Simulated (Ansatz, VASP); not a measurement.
SiC: VASP beside Ansatz

INCAR

```
SYSTEM = SiC
ALGO = Normal
EDIFF = 1E-6
ENCUT = 520
GGA = PE
ISIF = 2
ISMEAR = 0
LASPH = .TRUE.
LCHARG = .FALSE.
LREAL = .FALSE.
LWAVE = .FALSE.
NBANDS = 16
NELM = 100
PREC = Accurate
SIGMA = 0.01
```

File KPOINTS:

```
k-points
0
G
  8 8 8
  0 0 0
```

Contents of POSCAR:

```
SiC
1.0
    1.5415877827      0.8900361213      5.3212273245
   -1.5415877827      0.8900361213      5.3212273245
    0.0000000000     -1.7800722426      5.3212273245
C Si
2 2
Direct
    0.4491910690      0.4491910690      0.4491910690
    0.5508089310      0.5508089310      0.5508089310
    0.9254740595      0.9254740595      0.9254740595
    0.0745259405      0.0745259405      0.0745259405
```

Input for Ansatz:

```yaml
crystal:
  lattice:
    - [1.5415877827, 0.8900361213, 5.3212273245]
    - [-1.5415877827, 0.8900361213, 5.3212273245]
    - [0.0, -1.7800722426, 5.3212273245]
  atoms:
    - { symbol: C, position: [0.449191069, 0.449191069, 0.449191069] }
    - { symbol: Si, position: [0.9254740595, 0.9254740595, 0.9254740595] }
    - { symbol: Si, position: [0.0745259405, 0.0745259405, 0.0745259405] }
    - { symbol: C, position: [0.550808931, 0.550808931, 0.550808931] }
kpoints:
  mp_grid: { grid: [8, 8, 8] }
hamiltonian:
  xc: pbe
scf:
  occupations: { method: fixed }
output:
  optics:
    e_range: [0, 12]
    de: 0.05
    sigma: 0.1
    bands: { spectra_wanted_up_to: 12 }
    scissors: 0.834
```

Alike in both runs: task single point; functional PBE; k mesh 8 × 8 × 8; no spin polarisation.

|  | VASP | Ansatz |
| --- | --- | --- |
| version | VASP 6.6.1 | Ansatz 0.2.0 |
| potentials or method | VASP PAW PBE potentials, release 64 (C, Si) | plane waves, PAW |
| plane-wave cutoff (eV) | 520 | 420 |
| occupations | gaussian, width 0.01 eV | fixed |
| valence electrons in the cell | 16 | 16 |

```tsv
	VASP	Ansatz	Ansatz less VASP
gap on the k mesh at the Fermi level (eV)	0.49	0.49	+0.002
```
